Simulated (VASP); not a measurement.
The system is Zr.

```xyz
2
Lattice="3.2320 0.0000 0.0000 -1.6160 2.7990 0.0000 0.0000 0.0000 5.1470" Properties=species:S:1:pos:R:3 pbc="T T T"
Zr   -0.0078    1.8869    1.3068
Zr    1.6238    0.9121    3.8402
```

| Quantity | Value |
| --- | --- |
| Program | VASP 6.6.1 |
| Task | relaxation of the atoms |
| Functional | PBE |
| Potentials or basis | VASP PAW PBE potentials, release 64 (Zr_sv) |
| Cutoff | 450 eV |
| k mesh | 9 × 9 × 5 |
| Occupations | fermi-dirac, width 0.05 eV |
| Spin | no spin polarisation |

At the start: pressure 0.6 GPa; volume 23.28 Å³/atom.

Q: Where does the relaxation end?

A: Over 6 steps the energy falls by 2.1 meV/atom; space group C2/m (No. 12, to 0.1 Å) before, P6_3/mmc (No. 194, to 0.1 Å).

Step by step:
```tsv
step	energy change (eV)	largest force (eV/Å)	pressure (GPa)
1	0.0000	0.1664	0.60
2	-0.0022	0.1052	0.55
3	-0.0036	0.0313	0.53
4	-0.0037	0.0274	0.53
5	-0.0040	0.0162	0.53
6	-0.0041	0.0065	0.53
```

Final structure:
```
CELL_PARAMETERS angstrom
3.23200 0.00000 0.00000
-1.61600 2.79899 0.00000
0.00000 0.00000 5.14700
ATOMIC_POSITIONS crystal
Zr 0.33319 0.66555 0.25006
Zr 0.66681 0.33446 0.74994
```
